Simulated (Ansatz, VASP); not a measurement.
**One calculation of Y, two programs**

Contents of INCAR:

```
ALGO = Normal
EDIFF = 1E-6
EDIFFG = -0.01
ENCUT = 600
GGA = PE
IBRION = 2
ISIF = 3
ISMEAR = 0
LASPH = True
LCHARG = False
LREAL = False
LWAVE = False
NELM = 80
NSW = 80
PREC = Accurate
SIGMA = 0.1
```

File KPOINTS:

```
k-points
0
Gamma
  14 14 14
```

POSCAR

```
Y
1.0
    0.0000000000      2.5319323489      2.5319323489
    2.5319323489      0.0000000000      2.5319323489
    2.5319323489      2.5319323489      0.0000000000
Y
1
Direct
    0.0000000000      0.0000000000      0.0000000000
```

Input for Ansatz:

```yaml
crystal:
  lattice:
    - [0.0, 2.5319323489, 2.5319323489]
    - [2.5319323489, 0.0, 2.5319323489]
    - [2.5319323489, 2.5319323489, 0.0]
  atoms:
    - { symbol: "Y", position: [0.0, 0.0, 0.0] }
basis:
  ecutwfc: 420
kpoints:
  mp_grid: { grid: [14, 14, 14] }
hamiltonian:
  xc: pbe
scf:
  occupations: { method: gaussian, width: 0.1 }
output:
  forces: true
  stress: true
  eigenvalues: true
relax:
  adjacent_minimum: "off"
  f_tol: 0.01
  max_steps: 60
  cell: { stress_tol: 0.1 }
```

Alike in both runs: task relaxation of cell and atoms; functional PBE; k mesh 14 × 14 × 14; occupations gaussian, width 0.1 eV; no spin polarisation.

```csv
,VASP,Ansatz
version,VASP 6.6.1,Ansatz 0.2.0
potentials or method,"VASP PAW PBE potentials, release 64 (Y_sv), cutoff 600 eV","scalar-relativistic, plane waves, PAW"
valence electrons in the cell,11,11
```

Ansatz gave:

```
gap on the k mesh at the Fermi level, each at its own relaxed structure (eV) : none
relaxed volume (Å³/atom)                                                     : 32.46
relaxed length of the cell vector where the two differ most in proportion (Å)              : 3.581
```

**Question.** Estimate VASP's values.

**Answer.** gap on the k mesh at the Fermi level, each at its own relaxed structure (eV): none; relaxed volume (Å³/atom): 32.34; relaxed length of the cell vector where the two differ most in proportion (Å): 3.576.

A gap of «none» marks a metal or a gap that the smearing closes.
